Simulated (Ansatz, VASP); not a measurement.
## MgO: VASP beside Ansatz

INCAR

```
SYSTEM = MgO
  PREC = Accurate
  ENCUT = 520
  EDIFF = 1E-7
  ISMEAR = -1
  SIGMA = 0.02
  LREAL = .False.
  LASPH = .True.
  NELM = 100
  ALGO = Normal
  ISIF = 2
  LWAVE = .False.
  LCHARG = .False.
  GGA = PE
  NBANDS = 11
```

The input KPOINTS:

```
regular mesh
0
Gamma
  10 10 10
  0 0 0
```

File POSCAR:

```
MgO
1.0
    0.0000000000      2.2820056627      2.2820056627
    2.3276457760      0.0000000000      2.2820056627
    2.3276457760      2.2820056627      0.0000000000
Mg O
1 1
Direct
    0.0000000000      0.0000000000      0.0000000000
    0.2500000000      0.2500000000      0.2500000000
```

Input for Ansatz:

```yaml
crystal:
  lattice:
    - [0.0, 2.2820056627, 2.2820056627]
    - [2.327645776, 0.0, 2.2820056627]
    - [2.327645776, 2.2820056627, 0.0]
  atoms:
    - { symbol: Mg, position: [0.0, 0.0, 0.0] }
    - { symbol: O, position: [0.25, 0.25, 0.25] }
kpoints:
  mp_grid: { grid: [10, 10, 10] }
  band_path:
    path:
      - [0.0, 0.0, 0.0]
      - [-0.5, -0.5, 0.0]
      - [-0.375, -0.375, 0.25]
      - [-0.375, 0.0, 0.375]
      - [0.0, 0.0, 0.5]
      - [-0.5, -0.25, 0.25]
    npoints: 1
hamiltonian:
  xc: pbe
scf:
  occupations: { method: fermi_dirac, width: 0.02 }
  n_extra_bands: 4
output:
  forces: true
  stress: true
  eigenvalues: true
```

Change from the starting cell: uniaxial_x strain +2.0%.

Alike in both runs: task single point; functional PBE; k mesh 10 × 10 × 10; occupations fermi-dirac, width 0.02 eV; no spin polarisation.

```csv
,VASP,Ansatz
version,VASP 6.6.1,Ansatz 0.2.0
potentials or method,"VASP PAW PBE potentials, release 64 (Mg, O)","plane waves, PAW"
plane-wave cutoff (eV),520,420
valence electrons in the cell,8,16
```

|  | VASP | Ansatz | Ansatz less VASP |
| --- | --- | --- | --- |
| gap on the k mesh at the Fermi level (eV) | 3.51 | 3.53 | +0.016 |
| pressure (GPa) | 1.0 | 1.4 | +0.38 |
| traceless stress, the component that is largest in VASP (GPa) | -0.60 | -0.59 | +0.008 |

VASP's potentials hold 8 valence electrons a cell and Ansatz's 16, so a difference there can come from the potentials and not from the codes.
